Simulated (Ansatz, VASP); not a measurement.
RbBr in VASP and in Ansatz

```xyz
2
Lattice="3.4249 3.4249 0.0000 -3.4249 3.4249 0.0000 0.0000 3.4249 3.4249" Properties=species:S:1:pos:R:3 pbc="T T T"
Rb    0.0000    0.0000    0.0000
Br    0.0000    3.4249    0.0000
```

Alike in both runs: functional PBEsol; k mesh 10 × 10 × 10; occupations fermi-dirac, width 0.08 eV; no spin polarisation.

Ansatz relaxed the structure, and its values are those at the end. VASP's run is a single point on that final structure, the one shown.

|  | VASP | Ansatz |
| --- | --- | --- |
| version | VASP 6.6.1 | Ansatz 0.2.0 |
| potentials or method | VASP PAW PBE potentials, release 64 (Rb_sv, Br) | PAW with Ansatz's default frozen-core files, scalar-relativistic |
| plane-wave cutoff (eV) | 520 | 420 |
| valence electrons in the cell | 16 | 16 |

|  | VASP | Ansatz | Ansatz less VASP |
| --- | --- | --- | --- |
| pressure (GPa) | 0.0 | 0.0 | -0.03 |

VASP's potentials were made for PBE, not for PBEsol.
